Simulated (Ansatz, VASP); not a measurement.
## BN in VASP and in Ansatz

Contents of INCAR:

```
SYSTEM = BN
  ALGO = Normal
  EDIFF = 1E-6
  ENCUT = 520
  GGA = PE
  ISIF = 2
  ISMEAR = 0
  LASPH = .TRUE.
  LCHARG = .FALSE.
  LREAL = .FALSE.
  LWAVE = .FALSE.
  NBANDS = 11
  NELM = 60
  PREC = Accurate
  SIGMA = 0.05
```

KPOINTS

```
k-points
0
G
  24 24 24
  0 0 0
```

Contents of POSCAR:

```
BN
1.0
    0.0000000000      1.8123426903      1.8123426903
    1.8123426903      0.0000000000      1.8123426903
    1.8123426903      1.8123426903      0.0000000000
B N
1 1
Direct
    0.0000000000      0.0000000000      0.0000000000
    0.7500000000      0.7500000000      0.7500000000
```

Input for Ansatz:

```yaml
crystal:
  lattice:
    - [0.0, 1.8123426903, 1.8123426903]
    - [1.8123426903, 0.0, 1.8123426903]
    - [1.8123426903, 1.8123426903, 0.0]
  atoms:
    - { symbol: B, position: [0.0, 0.0, 0.0] }
    - { symbol: "N", position: [0.75, 0.75, 0.75] }
basis:
  ecutwfc: 420
  ecutrho_ratio: 4
kpoints:
  mp_grid: { grid: [24, 24, 24] }
hamiltonian:
  xc: pbe
scf:
  occupations: { method: gaussian, width: 0.05 }
  mixing: { preconditioner: none }
  n_extra_bands: 1
output:
  forces: true
  stress: true
  write_density: true
  write_potential: true
  elf: true
  volumetric_format: npy
```

Alike in both runs: task single point; functional PBE; k mesh 24 × 24 × 24; occupations gaussian, width 0.05 eV; no spin polarisation.

|  | VASP | Ansatz |
| --- | --- | --- |
| version | VASP 6.6.1 | Ansatz 0.2.0 |
| potentials or method | VASP PAW PBE potentials, release 64 (B, N), cutoff 520 eV | scalar-relativistic, plane waves, PAW |
| valence electrons in the cell | 8 | 8 |

```csv
,VASP,Ansatz,Ansatz less VASP
gap on the k mesh at the Fermi level (eV),4.45,4.46,+0.012
pressure (GPa),0.2,0.0,-0.25
```
